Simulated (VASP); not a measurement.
Input of a VASP 6.6.1 run:

Contents of POSCAR:

```
PbSe
1.0
    0.0000000000      3.4232041364      3.4232041364
    3.4232041364      0.0000000000      3.4232041364
    3.4232041364      3.4232041364      0.0000000000
Pb Se
1 1
Direct
    0.0000000000      0.0000000000      0.0000000000
    0.2500000000      0.2500000000      0.2500000000
```

INCAR.step1

```
SYSTEM = PbSe
PREC = Accurate ; ENCUT = 520
EDIFF = 1E-5 ; ISMEAR = 0
SIGMA = 0.01 ; LREAL = .False.
LASPH = .True. ; NELM = 100
ALGO = Normal ; ISIF = 2
LWAVE = .True. ; LCHARG = .False.
NBANDS = 17 ; GGA = PE
```

File INCAR.step2:

```
SYSTEM = PbSe
PREC = Accurate ; ENCUT = 520
EDIFF = 1E-6 ; ISMEAR = 0
SIGMA = 0.01 ; LREAL = .False.
LASPH = .True. ; NELM = 100
ALGO = Normal ; ISIF = 2
LWAVE = .False. ; LCHARG = .False.
GGA = PE ; LHFCALC = .True.
HFSCREEN = 0.2079 ; PRECFOCK = Normal
NBANDS = 17 ; ISTART = 1
```

KPOINTS

```
regular mesh
0
Gamma
  4 4 4
  0 0 0
```

Potentials or basis: VASP PAW PBE potentials, release 64 (Pb_d, Se).

Run with:

```bash
$ cat potpaw_PBE.64/Pb_d/POTCAR potpaw_PBE.64/Se/POTCAR > POTCAR
$ cp INCAR.step1 INCAR
$ mpirun -np 1 vasp_std > vasp.out
$ cp INCAR.step2 INCAR
$ mpirun -np 1 vasp_std > vasp.out
```

(1) Estimate the pressure.

(2) What does it give for the band gap on the k mesh?

Results:

(1) 0.0 GPa.

(2) 1.07 eV, indirect (least direct gap 1.66 eV).

Caveat: the PAW data sets were made with another functional, which shifts forces and pressure a little; spin-orbit coupling is left out, which moves the levels of the heavy elements.
